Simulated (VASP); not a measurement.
# Co (P6_3/mmc) in VASP: a series of runs, part 2 of 2

VASP 6.6.1. Earlier steps stand in the parts before.

### 3 Single point, PBEsol+D4, collinear spin, ferromagnetic start

This run uses another cell than the first one, of 11.12 Å³/atom.

INCAR reads:

```
ALGO     = Normal         # electronic algorithm
EDIFF    = 1E-6           # SCF threshold, eV
ENCUT    = 690            # plane-wave cutoff, eV
GGA      = PS             # functional
GGA_COMPAT= False        
ISIF     = 2              # what is computed and relaxed
ISMEAR   = -1             # smearing method
ISPIN    = 2              # spin polarisation
IVDW     = 13             # dispersion correction
LASPH    = True           # aspherical terms in the spheres
LCHARG   = False          # write CHGCAR
LMAXMIX  = 4              # l up to which the mixer works
LORBIT   = 11             # projections on sites
LREAL    = False          # projectors in reciprocal space
LWAVE    = False          # write WAVECAR
MAGMOM   = 2 2 2 2        # initial moments
NBANDS   = 46             # bands
NELM     = 200            # most SCF steps
PREC     = Accurate       # precision mode
SIGMA    = 0.05           # smearing width, eV
```

KPOINTS reads:

```
k-points
0
Gamma
  12 12 4
```

POSCAR reads:

```
Co
1.0
    2.5030729010      0.0000000000      0.0000000000
   -1.2515364506      2.1677247198      0.0000000000
    0.0000000000      0.0000000000      8.1946701348
Co
4
Direct
    0.6666666667      0.3333333333      0.7500000000
    0.0000000000      0.0000000000      0.5000000000
    0.3333333333      0.6666666667      0.2500000000
    0.0000000000      0.0000000000      0.0000000000
```

Potentials or basis: VASP PAW PBE potentials, release 64 (Co_sv).

The run is started by

```
$ cat potpaw_PBE.64/Co_sv/POTCAR > POTCAR
$ mpirun -np 1 vasp_std > vasp.out
```

OUTCAR:

```text
EDIFF = 1E-6
   ENCUT = 690
   GGA = PS
   ISIF = 2
   ISMEAR = -1
   ISPIN = 2
   IVDW = 13
   LASPH = True
   LORBIT = 11
   LREAL = False
   NELM = 200
   PREC = Accurate

 ion  position               nearest neighbor table
   1  0.667  0.333  0.750-   2 2.51   4 2.51   2 2.51   4 2.51   2 2.51   4 2.51
   2  0.000  0.000  0.500-   1 2.51   3 2.51   1 2.51   3 2.51   1 2.51   3 2.51
   3  0.333  0.667  0.250-   2 2.51   4 2.51   2 2.51   4 2.51   2 2.51   4 2.51
   4  0.000  0.000  0.000-   1 2.51   3 2.51   1 2.51   3 2.51   1 2.51   3 2.51

  LATTYP: Found a hexagonal cell.
 ALAT       =     2.5030729010
 C/A-ratio  =     3.2738439746

  Lattice vectors:

 A1 = (   2.5030729010,   0.0000000000,   0.0000000000)
 A2 = (  -1.2515364506,   2.1677247198,   0.0000000000)
 A3 = (   0.0000000000,   0.0000000000,   8.1946701348)

Analysis of symmetry for initial positions (statically):
=====================================================================
 Subroutine PRICEL returns:
 Original cell was already a primitive cell.

 Routine SETGRP: Setting up the symmetry group for a
 hexagonal supercell.

 Subroutine GETGRP returns: Found 24 space group operations
 (whereof 12 operations were pure point group operations)
 out of a pool of 24 trial point group operations.

The static configuration has the point symmetry D_3d.
 The point group associated with its full space group is D_6h.

Analysis of symmetry for dynamics (positions and initial velocities):
=====================================================================
 Subroutine PRICEL returns:
 Original cell was already a primitive cell.

 Routine SETGRP: Setting up the symmetry group for a
 hexagonal supercell.

 Subroutine GETGRP returns: Found 24 space group operations
 (whereof 12 operations were pure point group operations)
 out of a pool of 24 trial point group operations.

The dynamic configuration has the point symmetry D_3d.
 The point group associated with its full space group is D_6h.

Analysis of structural, dynamic, and magnetic symmetry:
=====================================================================
 Subroutine PRICEL returns:
 Original cell was already a primitive cell.

 Routine SETGRP: Setting up the symmetry group for a
 hexagonal supercell.

 Subroutine GETGRP returns: Found 24 space group operations
 (whereof 12 operations were pure point group operations)
 out of a pool of 24 trial point group operations.

The overall configuration has the point symmetry D_3d.
 The point group associated with its full space group is D_6h.

 Subroutine INISYM returns: Found 24 space group operations
 (whereof 12 operations are pure point group operations),
 and found     1 'primitive' translations

----------------------------------------------------------------------------------------

                                     Primitive cell

  volume of cell :      44.4641

  direct lattice vectors                    reciprocal lattice vectors
     2.503072901  0.000000000  0.000000000     0.399508939  0.230656594  0.000000000
    -1.251536451  2.167724720  0.000000000     0.000000000  0.461313187  0.000000000
     0.000000000  0.000000000  8.194670135     0.000000000  0.000000000  0.122030537

  length of vectors
     2.503072901  2.503072901  8.194670135     0.461313187  0.461313187  0.122030537

  position of ions in fractional coordinates (direct lattice)
     0.666666667  0.333333333  0.750000000
[... 84 lines left out ...]
   EDIFFG = 0.1E-04   stopping-criterion for IOM
   NSW    =      0    number of steps for IOM
   IBRION =     -1    ionic relax: 0-MD 1-quasi-New 2-CG
   NFREE  =      0    steps in history (QN), initial steepest desc. (CG)
   ISIF   =      2    stress and relaxation
   ISYM   =      2    0-nonsym 1-usesym 2-fastsym
   POTIM  = 0.5000    time-step for ionic-motion
   TEBEG  =    0.0;   TEEND  =   0.0 temperature during run
   PSTRESS=    0.0 pullay stress
   NELECT =      68.0000    total number of electrons
   NUPDOWN=      -1.0000    fix difference up-down
   EMIN   =  10.00;   EMAX   =-10.00  energy-range for DOS
   EFERMI =   0.00;   METHOD = LEGACY
   ISMEAR =    -1;   SIGMA  =   0.05  broadening in eV -4-tet -1-fermi 0-gaus
   EFERMI_NEDOS =   21; number of points for ismear=-14 and -15
   IALGO  =     38    algorithm
   IMIX   =      4    mixing-type and parameters
     AMIX     =   0.40;   BMIX     =  1.00
     AMIX_MAG =   1.60;   BMIX_MAG =  1.00
  volume/ion in A,a.u.               =      11.12        75.01
  Fermi-wavevector in a.u.,A,eV,Ry     =   1.886144  3.564295 48.403241  3.557538
  Thomas-Fermi vector in A             =   2.928473
   LORBIT       =     11    0 simple, 1 ext, 2 COOP (PROOUT), +10 PAW based schemes
   GGA     = PS    functional components
   LHFCALC =     F    Hartree Fock is set to
   AEXX    =    0.0000 exact exchange contribution
   IVDW    =    13    specifies the selected vdW correction
   LEPSILON=     F    determine dielectric tensor
   LRPA    =     F    only Hartree local field effects (RPA)
 spin polarized calculation
  energy-cutoff  :      690.00
  volume of cell :       44.46
 maximum number of plane-waves:      1871
 NGX is ok and might be reduce to    24
   NGX = 11   NGY = 11   NGZ = 35

 number of electron      67.9999905 magnetization       6.7184044

 Free energy of the ion-electron system (eV)
  ---------------------------------------------------
  ext. energy  EPLUGINS =         0.00000000
  ---------------------------------------------------
  free energy    TOTEN  =       -31.11129992 eV

  energy without entropy =      -31.07805790  energy(sigma->0) =      -31.09467891

 E-fermi :  11.5186     XC(G=0): -13.9459

 val. band max:       11.5102490149   @ k =   0.4167   0.0833   0.0000
 cond. band min:      11.5228853556   @ k =   0.1667   0.0833   0.0000
 fundamental gap:      0.0126363406
 Fermi energy:        11.5186114247

 spin component 1

 k-point     1 :       0.0000    0.0000    0.0000
  band No.  band energies     occupation
      1     -84.3427      1.00000
      2     -84.3294      1.00000
      3     -84.2977      1.00000
      4     -84.2843      1.00000
      5     -47.8622      1.00000
      6     -47.7497      1.00000
[... 1165 lines left out ...]
     45      25.7192      0.00000
     46      26.5553      0.00000

 [... further k-points ...]

 spin component 2

 k-point     1 :       0.0000    0.0000    0.0000
  band No.  band energies     occupation
      1     -82.2312      1.00000
      2     -82.2089      1.00000
      3     -82.2003      1.00000
      4     -82.1778      1.00000
      5     -45.8163      1.00000
      6     -45.6706      1.00000
[... 1165 lines left out ...]
     45      26.1525      0.00000
     46      27.0298      0.00000

 [... further k-points ...]

------------------------ aborting loop because EDIFF is reached ----------------------------------------

  DFT-D4 for vdW energy calculation

  Edisp (eV):   -0.96405

  FORCE on cell =-STRESS in cart. coord.  units (eV):
  Direction    XX          YY          ZZ          XY          YZ          ZX
  --------------------------------------------------------------------------------------
  -------------------------------------------------------------------------------------
  Total      -4.58113    -4.58113    -5.55275     0.00000    -0.00000     0.00000
  in kB    -165.07225  -165.07225  -200.08280     0.00000    -0.00000     0.00000
  external pressure =     -176.74 kB  Pullay stress =        0.00 kB

 VOLUME and BASIS-vectors are now :
 -----------------------------------------------------------------------------
  energy-cutoff  :      690.00
  volume of cell :       44.46
      direct lattice vectors                 reciprocal lattice vectors
     2.503072901  0.000000000  0.000000000     0.399508939  0.230656594  0.000000000
    -1.251536451  2.167724720  0.000000000     0.000000000  0.461313187  0.000000000
     0.000000000  0.000000000  8.194670135     0.000000000  0.000000000  0.122030537

 POSITION                                       TOTAL-FORCE (eV/Angst)
 -----------------------------------------------------------------------------------
      1.25154      0.72257      6.14600         0.000000     -0.000000      0.000000
      0.00000      0.00000      4.09734         0.000000      0.000000      0.000000
     -0.00000      1.44515      2.04867        -0.000000      0.000000     -0.000000
      0.00000      0.00000      0.00000         0.000000      0.000000      0.000000
 -----------------------------------------------------------------------------------
    total drift:                               -0.000000      0.000000      0.000000

  FREE ENERGIE OF THE ION-ELECTRON SYSTEM (eV)
  ---------------------------------------------------
  free  energy   TOTEN  =       -32.0753493652 eV

  energy  without entropy=      -32.0421073473  energy(sigma->0) =      -32.05872836

 total charge

# of ion       s       p       d       tot
------------------------------------------
    1        2.244   6.116   6.671  15.030
    2        2.244   6.114   6.678  15.036
    3        2.244   6.116   6.671  15.030
    4        2.244   6.114   6.678  15.036
--------------------------------------------------
tot          8.974  24.460  26.698  60.132

 magnetization (x)

# of ion       s       p       d       tot
------------------------------------------
    1       -0.003  -0.012   1.761   1.746
    2       -0.003  -0.012   1.742   1.727
    3       -0.003  -0.012   1.761   1.746
    4       -0.003  -0.012   1.742   1.727
--------------------------------------------------
tot         -0.013  -0.048   7.007   6.945
```

Wall time 3 min (1 thread of Intel Xeon 6975P-C (Granite Rapids), shared host); peak memory 0.37 GiB.

What came out:

```yaml
Free_energy: -32.0753 eV
Pressure: -17.7 GPa
Net_moment: 6.72 μB per cell
Site_moments: Co +1.75, +1.73 (each value once) μB
Valence_electrons_inside_the_program's_atomic_spheres: Co 15.03, 15.04 (each value once)
Dispersion_energy_per_atom: -0.241 eV
```

Levels at points of the mesh, in eV from the Fermi level:
Spin up:
```
           k point  band 36  band 37  band 38  band 39  band 40  band 41
(0.00, 0.00, 0.00)    -1.22    -1.22    -0.85    -0.85    -0.41     5.84
(0.50, 0.00, 0.00)    -0.59     0.14     1.21     2.28     2.87     6.63
(0.00, 0.00, 0.50)    -1.67    -1.01    -1.01    -1.01    -1.01     8.79
(0.50, 0.00, 0.50)    -0.62     1.09     1.09     2.59     2.59     6.98
```
Spin down:
```tsv
k point	band 26	band 27	band 28	band 29	band 30	band 31	band 32	band 33	band 34	band 35
(0.00, 0.00, 0.00)	-1.05	-1.05	-0.78	-0.78	-0.73	-0.73	-0.39	0.08	0.08	0.42
(0.50, 0.00, 0.00)	-1.06	-0.76	-0.06	-0.03	0.45	1.19	1.20	1.20	1.25	1.29
(0.00, 0.00, 0.50)	-0.97	-0.97	-0.97	-0.87	-0.87	-0.87	-0.87	0.26	0.26	0.26
(0.50, 0.00, 0.50)	-0.83	-0.78	-0.78	-0.22	-0.22	0.82	0.82	1.20	1.20	1.31
```

Caveat: the cell stands under tension; the PAW data sets were made with another functional, which shifts forces and pressure a little.

### 4 Relaxation of cell and atoms, BLYP+D4, collinear spin, ferromagnetic start

INCAR reads:

```
PREC = Accurate
ENCUT = 600
EDIFF = 1E-7
ISMEAR = -1
SIGMA = 0.05
LREAL = F
LASPH = T
NELM = 150
ALGO = Normal
ISIF = 3
LWAVE = F
LCHARG = F
ISPIN = 2
MAGMOM = 2 2 2 2
LORBIT = 11
LMAXMIX = 4
GGA = B5
ALDAX = 1.0
AGGAX = 1.0
AGGAC = 1.0
ALDAC = 0.0
IVDW = 13
VDW_S6 = 1.0
VDW_S8 = 2.34076671
VDW_A1 = 0.44488865
VDW_A2 = 4.0933009
IBRION = 2
NSW = 60
EDIFFG = -0.01
```

KPOINTS reads:

```
regular mesh
0
Gamma
  12 12 4
```

POSCAR reads:

```
Co
1.0
    2.4705617809      0.0000000000      0.0000000000
   -1.2352808905      2.1395692639      0.0000000000
    0.0000000000      0.0000000000      8.0882338000
Co
4
Direct
    0.6666666667      0.3333333333      0.7500000000
    0.0000000000      0.0000000000      0.5000000000
    0.3333333333      0.6666666667      0.2500000000
    0.0000000000      0.0000000000      0.0000000000
```

Potentials or basis: VASP PAW PBE potentials, release 64 (Co).

The run is started by

```
$ cat potpaw_PBE.64/Co/POTCAR > POTCAR
$ mpirun -np 1 vasp_std > vasp.out
```

Wall time 13 min (1 thread of Intel Xeon Platinum 8488C (Sapphire Rapids), shared host); peak memory 0.26 GiB.

It converged, with:

| Quantity | Value |
| --- | --- |
| Free energy | -27.4983 eV |
| Relaxed volume | 10.73 Å³/atom |
| Relaxed cell | a = 2.485 Å, b = 2.485 Å, c = 8.027 Å, α = 90.00°, β = 90.00°, γ = 120.00° |
| Space group after relaxing (to 0.1 Å) | P6_3/mmc (No. 194) |
| Energy gained by relaxing | 1.1 meV/atom |
| Ionic steps | 5 |
| Pressure after relaxing | 0.0 GPa |
| Net moment | 6.42 μB per cell |
| Site moments | Co +1.63, +1.61 (each value once) μB |
| Valence electrons inside the program's atomic spheres | Co 8.32 |
| Dispersion energy per atom | -0.838 eV |

Step by step:
```
step  energy change (eV)  largest force (eV/Å)  pressure (GPa)  volume (Å³)
   1              0.0000                0.0000            0.72        42.75
   2             -0.0042                0.0000           -0.68        43.05
   3             -0.0042                0.0000           -0.67        43.05
   4             -0.0043                0.0000            0.50        42.82
   5             -0.0046                0.0000           -0.02        42.92
```

Final structure:
```xyz
4
Lattice="2.4847 0.0000 0.0000 -1.2424 2.1518 0.0000 0.0000 0.0000 8.0270" Properties=species:S:1:pos:R:3 pbc="T T T"
Co    1.2424    0.7173    6.0203
Co    0.0000    0.0000    4.0135
Co    0.0000    1.4345    2.0068
Co    0.0000    0.0000    0.0000
```

Levels at points of the mesh, in eV from the Fermi level:
Spin up:
| k point | band 18 | band 19 | band 20 | band 21 | band 22 | band 23 | band 24 | band 25 |
| --- | --- | --- | --- | --- | --- | --- | --- | --- |
| (0.00, 0.00, 0.00) | -1.47 | -1.47 | -1.14 | -1.14 | -0.73 | -0.73 | 0.10 | 6.49 |
| (0.50, 0.00, 0.00) | -0.53 | -0.49 | -0.47 | 0.45 | 1.57 | 2.59 | 3.21 | 7.07 |
| (0.00, 0.00, 0.50) | -1.62 | -1.62 | -1.62 | -0.91 | -0.91 | -0.91 | -0.91 | 9.61 |
| (0.50, 0.00, 0.50) | -0.67 | -0.53 | -0.53 | 1.38 | 1.38 | 2.93 | 2.93 | 7.46 |
Spin down:
```csv
k point,band 11,band 12,band 13,band 14,band 15,band 16,band 17,band 18
"(0.00, 0.00, 0.00)",-1.09,-0.87,-0.87,-0.83,-0.83,0.00,0.00,0.11
"(0.50, 0.00, 0.00)",-0.77,-0.15,-0.11,0.72,1.14,1.18,1.20,1.21
"(0.00, 0.00, 0.50)",-1.08,-1.08,-0.99,-0.99,-0.99,-0.99,0.19,0.19
"(0.50, 0.00, 0.50)",-0.76,-0.76,-0.19,-0.19,0.80,0.80,1.16,1.16
```

Caveat: the PAW data sets were made with another functional, which shifts forces and pressure a little.

### 5 Single point, LDA, collinear spin, ferromagnetic start (10.05 Å³/atom)

This run uses another cell than the first one, of 10.05 Å³/atom.

INCAR reads:

```
SYSTEM = Co
PREC = Accurate
ENCUT = 520
EDIFF = 1E-6
ISMEAR = -1
SIGMA = 0.05
LREAL = .FALSE.
LASPH = .TRUE.
NELM = 150
ALGO = Normal
ISIF = 2
LWAVE = .FALSE.
LCHARG = .TRUE.
ISPIN = 2
MAGMOM = 2 2 2 2
LORBIT = 11
LMAXMIX = 4
LELF = .TRUE.
LVHAR = .TRUE.
NBANDS = 30
```

KPOINTS reads:

```
regular mesh
0
G
  12 12 4
  0 0 0
```

POSCAR reads:

```
Co
1.0
    2.4201280013      0.0000000000      0.0000000000
   -1.2100640007      2.0958923296      0.0000000000
    0.0000000000      0.0000000000      7.9231214745
Co
4
Direct
    0.6666666667      0.3333333333      0.7500000000
    0.0000000000      0.0000000000      0.5000000000
    0.3333333333      0.6666666667      0.2500000000
    0.0000000000      0.0000000000      0.0000000000
```

Potentials or basis: VASP PAW LDA potentials, release 64 (Co).

The run is started by

```
$ cat potpaw_LDA.64/Co/POTCAR > POTCAR
$ mpirun -np 1 vasp_std > vasp.out
```

It took 69 s on 1 thread of Intel Xeon 6975P-C (Granite Rapids), shared host; peak memory 0.2 GiB.

The run converged. Its results:

```yaml
Free_energy: -32.4642 eV
Pressure: -1.9 GPa
Net_moment: 5.95 μB per cell
Site_moments: Co +1.49, +1.47 (each value once) μB
Valence_electrons_inside_the_program's_atomic_spheres: Co 8.44
```

Stress tensor (GPa, compression positive):
```
-0.75  0.00  0.00
 0.00 -0.75  0.00
 0.00  0.00 -4.08
```

Levels at points of the mesh, in eV from the Fermi level:
Spin up:
```
           k point  band 17  band 18  band 19  band 20  band 21  band 22  band 23  band 24  band 25  band 26
(0.00, 0.00, 0.00)    -1.58    -1.22    -1.22    -0.89    -0.89    -0.45    -0.45    -0.29     6.95    15.59
(0.50, 0.00, 0.00)    -0.28    -0.19    -0.19    -0.17     0.35     1.50     2.89     3.51     7.74     7.77
(0.00, 0.00, 0.50)    -1.39    -1.39    -1.39    -1.39    -0.64    -0.64    -0.64    -0.64     9.96     9.96
(0.50, 0.00, 0.50)    -0.34    -0.34    -0.21    -0.21     1.55     1.55     3.15     3.15     8.04     8.04
```
Spin down:
```
           k point  band 12  band 13  band 14  band 15  band 16  band 17
(0.00, 0.00, 0.00)    -1.02    -1.02    -0.96    -0.96    -0.11    -0.07
(0.50, 0.00, 0.00)    -0.20    -0.18     0.73     1.20     1.20     1.23
(0.00, 0.00, 0.50)    -1.25    -1.11    -1.11    -1.11    -1.11     0.14
(0.50, 0.00, 0.50)    -0.87    -0.24    -0.24     0.79     0.79     1.22
```

### 6 The runs side by side

| task | level | potentials or basis | cell | cutoff (eV) | gap on the mesh (eV) | pressure (GPa) | moment (μB) |
| --- | --- | --- | --- | --- | --- | --- | --- |
| relaxation of cell and atoms | PBE | VASP PAW PBE potentials, release 64 (Co) | relaxed to 20 GPa from a = 2.471, b = 2.471, c = 8.088 Å, angles 90.0, 90.0, 120.0°, 4 atoms | 600 | none | 19.9 | 6.24 |
| single point | PBEsol+D4 | VASP PAW PBE potentials, release 64 (Co_sv) | a = 2.503, b = 2.503, c = 8.195 Å, angles 90.0, 90.0, 120.0°, 4 atoms | 690 | none | -17.7 | 6.72 |
| relaxation of cell and atoms | BLYP+D4 | VASP PAW PBE potentials, release 64 (Co) | relaxed from a = 2.471, b = 2.471, c = 8.088 Å, angles 90.0, 90.0, 120.0°, 4 atoms | 600 | none | 0.0 | 6.42 |
| single point | LDA | VASP PAW LDA potentials, release 64 (Co) | a = 2.420, b = 2.420, c = 7.923 Å, angles 90.0, 90.0, 120.0°, 4 atoms | 520 | none | -1.9 | 5.95 |

Alike in all rows: spin collinear, ferromagnetic start; k mesh 12 × 12 × 4; smearing fermi-dirac 0.05 eV.

Caveats: the PAW data sets were made with another functional, which shifts forces and pressure a little (at least some runs); the cell is relaxed towards a set pressure, so the run minimises the enthalpy, not the energy (at least some runs); the cell stands under tension (at least some runs).

Total energies depend on the potentials used, so only differences within one code and one set of settings carry meaning.
